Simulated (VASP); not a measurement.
# Na7Bi in VASP: a series of runs, part 3 of 3

VASP 6.6.1. Earlier steps stand in the parts before.

## Step 5: Single point, PBE

This run uses another cell than the first one, of 33.05 Å³/atom.

INCAR reads:

```
SYSTEM = Na7Bi
ALGO = Fast
EDIFF = 1E-6
ENCUT = 520
GGA = PE
ISIF = 2
ISMEAR = 0
LASPH = .True.
LCHARG = .False.
LREAL = .False.
LWAVE = .False.
NBANDS = 42
NELM = 60
PREC = Accurate
SIGMA = 0.2
```

KPOINTS reads:

```
k-points
0
Gamma
  4 4 4
  0 0 0
```

POSCAR reads:

```
Na7Bi
1.0
    0.0010161012      5.1081871575      5.1223318007
    5.0442842227     -0.0021336264      5.1248722730
    5.0468411164      5.1135754911     -0.0044368755
Na Bi
7 1
Direct
    0.5008440095      0.9994358245      0.0012469310
    0.9990336421      0.5009254295      0.4991725253
    1.0001186378      0.4992392010     -0.0007785974
    0.4999425425      1.0003259539      0.5000097626
    1.0017540159     -0.0015123721      0.5006156361
    0.4979621635      0.5024158929     -0.0002817320
    0.5010504573      0.4974930824      0.5006739903
   -0.0007054687      0.0016769879     -0.0006585160
```

Potentials or basis: VASP PAW PBE potentials, release 64 (Na_pv, Bi_d).

On the command line:

```
> cat potpaw_PBE.64/Na_pv/POTCAR potpaw_PBE.64/Bi_d/POTCAR > POTCAR
> mpirun -np 1 vasp_std > vasp.out
```

OUTCAR:

```text
SYSTEM = Na7Bi
   EDIFF = 1E-6
   ENCUT = 520
   GGA = PE
   ISIF = 2
   ISMEAR = 0
   LASPH = .True.
   LREAL = .False.
   NELM = 60
   PREC = Accurate

 ion  position               nearest neighbor table
   1  0.501  0.999  0.001-
   2  0.999  0.501  0.499-
   3  0.000  0.499  0.999-
   4  0.500  0.000  0.500-
   5  0.002  0.998  0.501-
   6  0.498  0.502  1.000-
   7  0.501  0.497  0.501-
   8  0.999  0.002  0.999-

  Warning from LATTYP: Got some problem with cell dimensions!
  Tried to take original basis but could not verify dimensions!
  LATTYP: Found a triclinic cell.
 ALAT       =    19.0584097852
 B/A-ratio  =     0.5364508055
 C/A-ratio  =     0.8383672021
 COS(alpha) =     0.0001823745
 COS(beta)  =     0.5877900911
 COS(gamma) =     0.8046511721

  Lattice vectors:

 A1 = ( -10.0946983340, -15.3353381397,  -5.1134580497)
 A2 = (  -0.0035729949, -10.2238962750,   0.0069773478)
 A3 = ( -15.1343934606,  -0.0011210808,  -5.1229758698)

Analysis of symmetry for initial positions (statically):
=====================================================================
 Subroutine PRICEL returns:
 Original cell was already a primitive cell.

 Routine SETGRP: Setting up the symmetry group for a
 triclinic supercell.

 Subroutine GETGRP returns: Found  1 space group operations
 (whereof  1 operations were pure point group operations)
 out of a pool of  2 trial point group operations.

The static configuration has the point symmetry C_1 .

Analysis of symmetry for dynamics (positions and initial velocities):
=====================================================================
 Subroutine PRICEL returns:
 Original cell was already a primitive cell.
[... 135 lines left out ...]
   ISMEAR =     0;   SIGMA  =   0.20  broadening in eV -4-tet -1-fermi 0-gaus
   EFERMI_NEDOS =   21; number of points for ismear=-14 and -15
   IALGO  =     68    algorithm
   IMIX   =      4    mixing-type and parameters
     AMIX     =   0.40;   BMIX     =  1.00
     AMIX_MAG =   1.60;   BMIX_MAG =  1.00
  volume/ion in A,a.u.               =      33.05       223.02
  Fermi-wavevector in a.u.,A,eV,Ry     =   1.020281  1.928051 14.163294  1.040973
  Thomas-Fermi vector in A             =   2.153841
   LORBIT       =      0    0 simple, 1 ext, 2 COOP (PROOUT), +10 PAW based schemes
   GGA     = PE    functional components
   LHFCALC =     F    Hartree Fock is set to
   AEXX    =    0.0000 exact exchange contribution
   IVDW    =     0    specifies the selected vdW correction
   LEPSILON=     F    determine dielectric tensor
   LRPA    =     F    only Hartree local field effects (RPA)
 non-spin polarized calculation
 RMM-DIIS sequential band-by-band and
 Gauss-broadening in eV      SIGMA  =   0.20
  energy-cutoff  :      520.00
  volume of cell :      264.39
 maximum number of plane-waves:      7145
 NGX is ok and might be reduce to    54
   NGX = 27   NGY = 27   NGZ = 27

 number of electron      63.9999987 magnetization

 Free energy of the ion-electron system (eV)
  ---------------------------------------------------
  ext. energy  EPLUGINS =         0.00000000
  ---------------------------------------------------
  free energy    TOTEN  =       -13.85606354 eV

  energy without entropy =      -13.75673069  energy(sigma->0) =      -13.80639712

 E-fermi :   1.4456     XC(G=0):  -7.1906

 val. band max:        1.4232094857   @ k =   0.0000   0.2500   0.2500
 cond. band min:       1.4822566791   @ k =   0.5000   0.0000   0.0000
 fundamental gap:      0.0590471933
 Fermi energy:         1.4455849399

 k-point     1 :       0.0000    0.0000    0.0000
  band No.  band energies     occupation
      1     -23.5156      2.00000
      2     -23.5066      2.00000
      3     -23.5064      2.00000
      4     -23.5064      2.00000
      5     -23.4838      2.00000
      6     -23.4835      2.00000
[... 1069 lines left out ...]
     41       5.5170      0.00000
     42       5.8229      0.00000

 [... further k-points ...]
[... 5 lines left out ...]
  --------------------------------------------------------------------------------------
  -------------------------------------------------------------------------------------
  Total        0.0257632     -0.0288227     -0.0405023     -0.0071950      0.0141213      0.0044384
  in kB        0.1561222     -0.1746628     -0.2454399     -0.0436012      0.0855736      0.0268964
  external PRESSURE =      -0.0879935 kB  Pullay stress =       0.0000000 kB

 VOLUME and BASIS-vectors are now :
 -----------------------------------------------------------------------------
  energy-cutoff  :      520.00
  volume of cell :      264.39
      direct lattice vectors                 reciprocal lattice vectors
     0.001016101  5.108187157  5.122331801    -0.099120193  0.097911318  0.097602303
     5.044284223 -0.002133626  5.124872273     0.099156817 -0.097778190  0.097488519
     5.046841116  5.113575491 -0.004436875     0.099057120  0.097708940 -0.097458779

 POSITION                                       TOTAL-FORCE (eV/Angst)
 -----------------------------------------------------------------------------------
      5.04824      2.56265      7.68746        -0.001151     -0.001433      0.001335
      5.04707      7.65474      7.68235        -0.000372      0.001717      0.000618
      7.56122      5.10913      2.55471         0.001452      0.001750     -0.002420
      2.52562      5.11064      2.56032         0.000370      0.000090      0.000893
      7.56318      2.56677      5.12389         0.000138     -0.004315     -0.000604
      7.58025      7.65475      5.12111        -0.002338      0.002622     -0.001142
      5.03683      5.11863      5.11391         0.001757     -0.002924      0.003476
      5.05299     10.21479      5.12288         0.000143      0.002492     -0.002156
 -----------------------------------------------------------------------------------
    total drift:                               -0.000245     -0.000216      0.000242

  FREE ENERGIE OF THE ION-ELECTRON SYSTEM (eV)
  ---------------------------------------------------
  free  energy   TOTEN  =       -13.8560635400 eV

  energy  without entropy=      -13.7567306949  energy(sigma->0) =      -13.80639712
```

It took 4.8 min on 1 thread of AMD EPYC 9R45 (Zen 5), shared host; peak memory 0.55 GiB.

Results:

* Free energy: -13.8561 eV
* Pressure: 0.0 GPa
* Largest force: 0.005 eV/Å
* Band gap on the k mesh: zero (bands 32 and 33 overlap by 0.54 eV)

Forces on the atoms (eV/Å):
```
Na  -0.001 -0.001  0.001
Na   0.000  0.002  0.001
Na   0.001  0.002 -0.002
Na   0.000  0.000  0.001
Na   0.000 -0.004 -0.001
Na  -0.002  0.003 -0.001
Na   0.002 -0.003  0.003
Bi   0.000  0.002 -0.002
```

Caveat: spin-orbit coupling is left out, which moves the levels of the heavy elements.

## Step 6: The runs side by side

| cell | k mesh | smearing | gap on the mesh (eV) | pressure (GPa) |
| --- | --- | --- | --- | --- |
| a = 7.186 Å, angles 60.0°, 8 atoms, atomic positions A | 4 × 4 × 4 | gaussian 0.1 eV | none | 0.1 |
| a = 7.186 Å, angles 60.0°, 8 atoms, atomic positions A | 4 × 4 × 4 | gaussian 0.2 eV | none | 0.1 |
| a = 7.186 Å, angles 60.0°, 8 atoms, atomic positions A | 6 × 6 × 6 | gaussian 0.1 eV | none | 0.0 |
| a = 7.234, b = 7.191, c = 7.185 Å, angles 60.5, 59.9, 59.7°, 8 atoms, atomic positions B | 4 × 4 × 4 | gaussian 0.2 eV | none | 0.0 |

Alike in all rows: task single point; level PBE; potentials or basis VASP PAW PBE potentials, release 64 (Na_pv, Bi_d); no spin polarisation; cutoff (eV) 520.

Caveats: spin-orbit coupling is left out, which moves the levels of the heavy elements.

Total energies depend on the potentials used, so only differences within one code and one set of settings carry meaning.

The gap in the log of VASP goes by the Fermi energy; the results here count the filled bands.